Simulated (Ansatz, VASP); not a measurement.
**Pt: VASP beside Ansatz**

```
CELL_PARAMETERS angstrom
2.72741 0.00000 0.00000
-1.36370 2.36201 0.00000
0.00000 0.00000 9.15540
ATOMIC_POSITIONS crystal
Pt 0.00000 0.00000 0.00000
Pt 0.00000 0.00000 0.50000
Pt 0.33333 0.66667 0.25000
Pt 0.66667 0.33333 0.75000
```

Alike in both runs: task single point; functional r2SCAN; k mesh 15 × 15 × 4; occupations fermi-dirac, width 0.1 eV; no spin polarisation.

```csv
,VASP,Ansatz
version,VASP 6.6.1,Ansatz 0.2.0
potentials or method,"VASP PAW PBE potentials, release 64 (Pt), cutoff 550 eV","plane waves (500 eV) with PAW, scalar-relativistic"
valence electrons in the cell,40,72
```

|  | VASP | Ansatz | Ansatz less VASP |
| --- | --- | --- | --- |
| pressure (GPa) | 13.1 | 12.1 | -0.94 |
| traceless stress, the component that is largest in VASP (GPa) | -0.36 | -0.23 | +0.124 |

VASP's potentials were made for PBE, not for r2SCAN. The functional is the same, so the differences come from potentials, cutoffs and numerics. VASP's potentials hold 40 valence electrons a cell and Ansatz's 72, so a difference there can come from the potentials and not from the codes.

Spin-orbit coupling is off throughout.
